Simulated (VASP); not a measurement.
Here is a VASP 6.6.1 calculation.

Contents of INCAR:

```
ALGO = Normal ; EDIFF = 1E-6
EDIFFG = -0.04 ; ENCUT = 600
GGA = PE ; IBRION = 2
ISIF = 3 ; ISMEAR = 0
LASPH = True ; LCHARG = False
LREAL = False ; LWAVE = False
NELM = 80 ; NSW = 90
PREC = Accurate ; SIGMA = 0.1
```

File KPOINTS:

```
k-points
0
Gamma
  6 6 4
```

Contents of POSCAR:

```
Zn2B3
1.0
    3.2561088470      0.0000000000      0.0000000000
   -1.6280544235      2.8198729790      0.0000000000
    0.0000000000      0.0000000000      5.0659764548
Zn B
2 3
Direct
    0.3333333333      0.6666666667      0.2450000000
    0.6666666667      0.3333333333      0.7550000000
    0.0000000000      0.0000000000      0.0000000000
    0.3333333333      0.6666666667      0.6450000000
    0.6666666667      0.3333333333      0.3550000000
```

Potentials or basis: VASP PAW PBE potentials, release 64 (Zn, B).

The run is started by

```bash
$ cat potpaw_PBE.64/Zn/POTCAR potpaw_PBE.64/B/POTCAR > POTCAR
$ mpirun -np 1 vasp_std > vasp.out
```

**Question.** Predict the relaxed cell.

**Answer.** a = 2.939 Å, b = 2.939 Å, c = 7.118 Å, α = 90.00°, β = 90.00°, γ = 120.00°.

**Question.** Predict the relaxed volume.

**Answer.** 10.65 Å³/atom.

**Question.** Predict the space group after relaxing (to 0.1 Å).

**Answer.** P-3m1 (No. 164).

**Question.** Predict the band gap on the k mesh.

**Answer.** Zero (an odd number of electrons rules out a gap without spin polarisation).

Stress tensor (GPa, compression positive):
```
0.07 0.00 0.00
0.00 0.07 0.00
0.00 0.00 0.16
```

Caveat: the k points lie up to 0.41 Å⁻¹ apart in the final cell, too coarse for converged energies and pressures of a metal; a cell axis changed by over 15 % at a fixed basis, so the end point is rough.
